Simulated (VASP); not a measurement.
Set up this calculation in VASP 6.6.1, as the native input.

```yaml
Task: single point
Functional: LDA
Potentials_or_basis: VASP PAW LDA potentials, release 64 (Ca_sv, Mg)
Cutoff: 520 eV
k_mesh: 14 × 14 × 14
Occupations: gaussian, width 0.15 eV
Spin: no spin polarisation
Dipole_correction: no
Further_INCAR_settings: ALGO = Fast; EDIFF = 1e-06; NBANDS = 13
```

The structure of CaMg lies in POSCAR:

```
CaMg
1.0
    3.8357363134      0.0000000000      0.0000000000
    0.0000000000      3.8357363134      0.0000000000
    0.0000000000      0.0000000000      4.1119093279
Ca Mg
1 1
Direct
    0.0000000000      0.0000000000      0.0000000000
    0.5000000000      0.5000000000      0.5000000000
```

This cell differs from its parent crystal: volume 30.249 Å^3 an atom, c/a of the conventional cell 1.0720.

These files were run (other wordings do the same):

INCAR

```
SYSTEM = CaMg
  PREC = Accurate
  ENCUT = 520
  EDIFF = 1E-6
  ISMEAR = 0
  SIGMA = 0.15
  LREAL = .FALSE.
  LASPH = .TRUE.
  NELM = 80
  ALGO = Fast
  ISIF = 2
  LWAVE = .FALSE.
  LCHARG = .FALSE.
  NBANDS = 13
```

KPOINTS

```
Automatic mesh
0
G
  14 14 14
  0 0 0
```

Potentials or basis: VASP PAW LDA potentials, release 64 (Ca_sv, Mg).

Run with:

```sh
$ cat potpaw_LDA.64/Ca_sv/POTCAR potpaw_LDA.64/Mg/POTCAR > POTCAR
$ mpirun -np 1 vasp_std > vasp.out
```

Results of the run:

| Item | Value |
| --- | --- |
| Pressure | -1.5 GPa |
| Band gap on the k mesh | zero (band 6 reaches 3.02 eV, above the bottom of band 7 at 1.81 eV) |

Run time: 3.5 min on 1 thread of Intel Xeon 6975P-C, on a shared host, peak memory 0.36 GiB.
